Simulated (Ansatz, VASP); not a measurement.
## One calculation of C, two programs

INCAR

```
  PREC = Accurate
  ENCUT = 600
  EDIFF = 1E-6
  ISMEAR = 0
  SIGMA = 0.02
  LREAL = False
  LASPH = True
  NELM = 60
  ALGO = Normal
  ISIF = 3
  LWAVE = False
  LCHARG = False
  GGA = PE
  IBRION = 2
  NSW = 100
  EDIFFG = -0.01
```

KPOINTS

```
Automatic mesh
0
Gamma
  10 10 10
```

Contents of POSCAR:

```
C
1.0
   -1.2739907765      2.4690996440      2.1022231467
    1.2739907765     -2.4690996440      2.1022231467
    1.2739907765      2.4690996440     -2.1022231467
C
4
Direct
    0.2670381216      0.3541027149      0.9129354067
    0.7329618784      0.6458972851      0.0870645933
    0.0588326919      0.6458972851      0.4129354067
    0.9411673081      0.3541027149      0.5870645933
```

Input for Ansatz:

```yaml
crystal:
  lattice:
    - [-1.2739907765, 2.469099644, 2.1022231467]
    - [1.2739907765, -2.469099644, 2.1022231467]
    - [1.2739907765, 2.469099644, -2.1022231467]
  atoms:
    - { symbol: C, position: [0.2670381216, 0.3541027149, 0.9129354067] }
    - { symbol: C, position: [0.7329618784, 0.6458972851, 0.0870645933] }
    - { symbol: C, position: [0.0588326919, 0.6458972851, 0.4129354067] }
    - { symbol: C, position: [0.9411673081, 0.3541027149, 0.5870645933] }
basis:
  ecutwfc: 420
kpoints:
  mp_grid: { grid: [10, 10, 10] }
hamiltonian:
  xc: pbe
scf:
  occupations: { method: gaussian, width: 0.02 }
output:
  forces: true
  stress: true
  eigenvalues: true
relax:
  adjacent_minimum: "off"
  f_tol: 0.01
  max_steps: 80
  cell: { stress_tol: 0.05 }
```

Alike in both runs: task relaxation of cell and atoms; functional PBE; k mesh 10 × 10 × 10; occupations gaussian, width 0.02 eV; no spin polarisation.

```csv
,VASP,Ansatz
version,VASP 6.6.1,Ansatz 0.2.0
potentials or method,"VASP PAW PBE potentials, release 64 (C), cutoff 600 eV","scalar-relativistic, plane waves, PAW"
valence electrons in the cell,16,16
```

```csv
,VASP,Ansatz,Ansatz less VASP
"gap on the k mesh at the Fermi level, each at its own relaxed structure (eV)",2.71,2.72,+0.006
relaxed volume (Å³/atom),6.61,6.61,0.000
relaxed cell length with the largest relative difference (Å),3.484,3.484,+0.0003
```
